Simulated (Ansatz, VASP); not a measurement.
SnGe5: VASP beside Ansatz

INCAR

```
ALGO = Normal
EDIFF = 1E-7
ENCUT = 520
GGA = PE
ISIF = 2
ISMEAR = -1
LASPH = T
LCHARG = F
LREAL = F
LWAVE = F
NBANDS = 51
NELM = 100
PREC = Accurate
SIGMA = 0.02
```

Contents of KPOINTS:

```
k-points
0
Gamma
  6 6 2
```

POSCAR

```
SnGe5
1.0
    4.2807554773      0.0000000000      0.0000000000
   -2.1403777387      3.7072429907      0.0000000000
    0.0000000000      0.0000000000     10.4141185885
Ge Sn
5 1
Direct
    0.0000000000      0.0000000000     -0.0137062223
    0.6666666667      0.3333333333      0.6658313784
    0.3333333333      0.6666666667      0.3469452632
    0.6666666667      0.3333333333      0.9108861360
    0.3333333333      0.6666666667      0.5907033187
    0.0000000000      0.0000000000      0.2493401259
```

Input for Ansatz:

```yaml
crystal:
  lattice:
    - [4.2807554773, 0.0, 0.0]
    - [-2.1403777387, 3.7072429907, 0.0]
    - [0.0, 0.0, 10.4141185885]
  atoms:
    - { symbol: Ge, position: [0.0, 0.0, -0.0137062223] }
    - { symbol: Ge, position: [0.6666666667, 0.3333333333, 0.6658313784] }
    - { symbol: Ge, position: [0.3333333333, 0.6666666667, 0.3469452632] }
    - { symbol: Ge, position: [0.6666666667, 0.3333333333, 0.910886136] }
    - { symbol: Ge, position: [0.3333333333, 0.6666666667, 0.5907033187] }
    - { symbol: Sn, position: [0.0, 0.0, 0.2493401259] }
kpoints:
  mp_grid: { grid: [6, 6, 2] }
hamiltonian:
  xc: pbe
scf:
  occupations: { method: fermi_dirac, width: 0.02 }
  n_extra_bands: 5
output:
  forces: true
  stress: true
  eigenvalues: true
```

Alike in both runs: task single point; functional PBE; k mesh 6 × 6 × 2; occupations fermi-dirac, width 0.02 eV; no spin polarisation.

|  | VASP | Ansatz |
| --- | --- | --- |
| version | VASP 6.6.1 | Ansatz 0.2.0 |
| potentials or method | VASP PAW PBE potentials, release 64 (Ge_d, Sn_d) | plane waves, PAW |
| plane-wave cutoff (eV) | 520 | 420 |
| valence electrons in the cell | 84 | 84 |

```tsv
	VASP	Ansatz	Ansatz less VASP
pressure (GPa)	-2.6	-2.6	+0.04
traceless stress, the component that is largest in VASP (GPa)	0.17	0.17	+0.001
rms of the force components (eV/Å)	0.019	0.019	0.0000
```

Atom by atom the forces differ by 0.001 eV/Å (rms over components).
